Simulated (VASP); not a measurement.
Runs of VASP 6.6.1 on SrO. The structure is that of space group Fm-3m (No. 225), or close to it. The cells are those of the table. 

```csv
task,level,potentials or basis,cell,k mesh,cutoff (eV),smearing,grid for exact exchange (PRECFOCK),gap on the mesh (eV),pressure (GPa),relaxed volume (Å³/atom)
relaxation of cell and atoms,PBE,"VASP PAW PBE potentials, release 64 (Sr_sv, O)","relaxed from a = 3.610 Å, angles 60.0°, 2 atoms",8 × 8 × 8,600,fermi-dirac 0.02 eV,-,3.28,0.0,17.62
relaxation of cell and atoms,PBEsol,"VASP PAW PBE potentials, release 64 (Sr_sv, O)","relaxed from a = 3.673 Å, angles 60.0°, 2 atoms",8 × 8 × 8,600,fermi-dirac 0.02 eV,-,3.15,0.0,16.90
relaxation of cell and atoms,LDA,"VASP PAW LDA potentials, release 64 (Sr_sv, O)","relaxed from a = 3.673 Å, angles 60.0°, 2 atoms",8 × 8 × 8,600,fermi-dirac 0.02 eV,-,3.07,0.0,16.34
single point,LDA,"VASP PAW LDA potentials, release 64 (Sr_sv, O)","a = 3.649 Å, angles 60.0°, 2 atoms",8 × 8 × 8,520,gaussian 0.01 eV,-,(b),-4.5,-
single point,r2SCANh,"VASP PAW PBE potentials, release 64 (Sr_sv, O)","a = 3.649 Å, angles 60.0°, 2 atoms",6 × 6 × 6,520,gaussian 0.01 eV,Normal,4.56,0.0,-
single point,r2SCAN,"VASP PAW PBE potentials, release 64 (Sr_sv, O)","a = 3.649 Å, angles 60.0°, 2 atoms",8 × 8 × 8,520,gaussian 0.01 eV,-,3.75,0.5,-
single point,PBE0,"VASP PAW PBE potentials, release 64 (Sr_sv, O)","a = 3.649 Å, angles 60.0°, 2 atoms",6 × 6 × 6,520,gaussian 0.01 eV,Normal,5.49,(a),-
single point,PBEsol,"VASP PAW PBE potentials, release 64 (Sr_sv, O)","a = 3.622 Å, angles 60.0°, 2 atoms",8 × 8 × 8,520,fermi-dirac 0.02 eV,-,3.15,0.6,-
single point,LDA,"VASP PAW LDA potentials, release 64 (Sr_sv, O)","a = 3.581 Å, angles 60.0°, 2 atoms",8 × 8 × 8,520,fermi-dirac 0.02 eV,-,3.06,0.8,-
single point,PBE,"VASP PAW PBE potentials, release 64 (Sr_sv, O)","a = 3.649 Å, angles 60.0°, 2 atoms",8 × 8 × 8,520,fermi-dirac 0.02 eV,-,3.27,2.4,-
single point,PBE,"VASP PAW PBE potentials, release 64 (Sr_sv, O)","a = 3.673 Å, angles 60.0°, 2 atoms",8 × 8 × 8,520,fermi-dirac 0.02 eV,-,3.28,0.5,-
```

Alike in all rows: no spin polarisation.

Fill in the values left out.

(a) 0.1; (b) 3.11.

Caveats: the PAW data sets were made with another functional, which shifts forces and pressure a little (some runs).

A k mesh can miss the band edges, and the runs leave out spin-orbit coupling on Sr.
